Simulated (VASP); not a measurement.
Input of a VASP 6.6.1 run:

The input POSCAR:

```
Hg
1.0
    4.6405570000      0.0680390000      0.0234210000
   -2.2613550000      3.9280240000      0.0443730000
    0.0399290000      0.1104060000      7.4937420000
Hg
6
Direct
    0.9396330000      0.0169890000      0.2683630000
    0.0475150000      0.1320230000      0.7763780000
    0.5244780000      0.2198980000      0.9865350000
    0.3758580000      0.7336230000      0.2737350000
    0.4238900000      0.7238810000      0.7351230000
    0.6816120000      0.3381600000      0.5286610000
```

INCAR.step1

```
PREC = Accurate
ENCUT = 520
ISMEAR = -1
SIGMA = 0.1
LREAL = F
LASPH = T
NELM = 100
NBANDS = 45
GGA = PE
ALGO = Normal
EDIFF = 1E-4
LWAVE = T
LCHARG = F
```

The input INCAR.step2:

```
PREC = Accurate
ENCUT = 520
EDIFF = 1E-6
ISMEAR = -1
SIGMA = 0.1
LREAL = F
LASPH = T
NELM = 100
ALGO = Normal
ISIF = 2
LWAVE = F
LCHARG = T
METAGGA = R2SCAN
LMIXTAU = T
LELF = T
LVHAR = T
NBANDS = 45
ISTART = 1
```

The input KPOINTS:

```
Automatic mesh
0
Gamma
  5 5 3
  0.5 0 0
```

Potentials or basis: VASP PAW PBE potentials, release 64 (Hg).

The run is started by

```bash
$ cat potpaw_PBE.64/Hg/POTCAR > POTCAR
$ cp INCAR.step1 INCAR
$ mpirun -np 1 vasp_std > vasp.out
$ cp INCAR.step2 INCAR
$ mpirun -np 1 vasp_std > vasp.out
```

Question: Estimate the largest force.

Answer: 7.649 eV/Å.

Question: What does it give for the pressure?

Answer: 21.8 GPa.

Stress tensor (GPa, compression positive):
```
27.98 12.94  2.26
12.94 27.03 -1.23
 2.26 -1.23 10.29
```

Caveat: the stress differs along the axes, from 10 to 28 GPa; the PAW data sets were made with another functional, which shifts forces and pressure a little.
